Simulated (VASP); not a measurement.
Hf:

```
CELL_PARAMETERS angstrom
-1.80500 1.80500 1.80500
1.80500 -1.80500 1.80500
1.80500 1.80500 -1.80500
ATOMIC_POSITIONS crystal
Hf 0.00000 0.00000 0.00000
```

- Program: VASP 6.6.1
- Task: relaxation of cell and atoms
- Functional: PBEsol
- Dispersion: D3(BJ)
- Potentials or basis: VASP PAW PBE potentials, release 64 (Hf_pv)
- Cutoff: 600 eV
- k mesh: 10 × 10 × 10
- Occupations: fermi-dirac, width 0.05 eV
- Spin: no spin polarisation

At the start: pressure -12.4 GPa; volume 23.52 Å³/atom.

Where does the relaxation end?

Over 3 steps the energy falls by 133.8 meV/atom and the volume is 20.46 Å³/atom (-13.0 %); space group Im-3m (No. 229, to 0.05 Å).

Step by step:
| step | energy change (eV) | largest force (eV/Å) | pressure (GPa) | volume (Å³) |
| --- | --- | --- | --- | --- |
| 1 | 0.0000 | 0.0000 | -12.38 | 23.52 |
| 2 | -0.0048 | 0.0000 | 17.87 | 17.86 |
| 3 | -0.1338 | 0.0000 | -0.07 | 20.46 |

Final structure:
```
Hf
1.0
    -1.72295    1.72295    1.72295
     1.72295   -1.72295    1.72295
     1.72295    1.72295   -1.72295
Hf
1
Direct
  0.00000 0.00000 0.00000
```

Caveat: the PAW data sets were made with another functional, which shifts forces and pressure a little; the volume moved by -13 % from the deposited cell, more than functionals usually miss; pairwise dispersion overbinds metals, which lowers pressure and volume.
